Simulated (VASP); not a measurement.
Set up this calculation in VASP 6.6.1, as the native input.

```
Task                   : single point
Functional             : PBE
Potentials or basis    : VASP PAW PBE potentials, release 64 (B, N)
Cutoff                 : 600 eV
k mesh                 : 10 × 10 × 10
Occupations            : fermi-dirac, width 0.02 eV
Spin                   : no spin polarisation
Dipole correction      : no
Further INCAR settings : ALGO = Normal; EDIFF = 1e-06; NBANDS = 11
```

The structure of BN (Qingsongite) lies in POSCAR:

```
BN
1.0
   -0.0180750000      1.7984625000      1.7984625000
    1.7984625000     -0.0180750000      1.7984625000
    1.7984625000      1.7984625000     -0.0180750000
B N
1 1
Direct
    0.0000000000      0.0000000000      0.0000000000
    0.2500000000      0.2500000000      0.2500000000
```

The input as run:

INCAR

```
SYSTEM = BN
ALGO     = Normal         ! electronic algorithm
EDIFF    = 1E-6           ! SCF threshold, eV
ENCUT    = 600            ! plane-wave cutoff, eV
GGA      = PE             ! functional
GGA_COMPAT= .False.      
ISIF     = 2              ! what is computed and relaxed
ISMEAR   = -1             ! smearing method
LASPH    = .True.         ! aspherical terms in the spheres
LCHARG   = .True.         ! write CHGCAR
LELF     = .True.         ! ELF
LREAL    = .False.        ! projectors in reciprocal space
LVHAR    = .True.       
LWAVE    = .False.        ! write WAVECAR
NBANDS   = 11             ! bands
NELM     = 120            ! most SCF steps
PREC     = Accurate       ! precision mode
SIGMA    = 0.02           ! smearing width, eV
```

KPOINTS

```
k-points
0
Gamma
  10 10 10
  0 0 0
```

Potentials or basis: VASP PAW PBE potentials, release 64 (B, N).

Launch:

```console
$ cat potpaw_PBE.64/B/POTCAR potpaw_PBE.64/N/POTCAR > POTCAR
$ mpirun -np 1 vasp_std > vasp.out
```

It gave:

| Property | Result |
| --- | --- |
| Pressure | 3.2 GPa |
| Largest force | 0.045 eV/Å |
| Band gap on the k mesh | 4.42 eV, indirect (least direct gap 8.65 eV) |

Run time: 17 s on 1 thread of Intel Xeon 8259CL, on a shared host, peak memory 0.13 GiB.
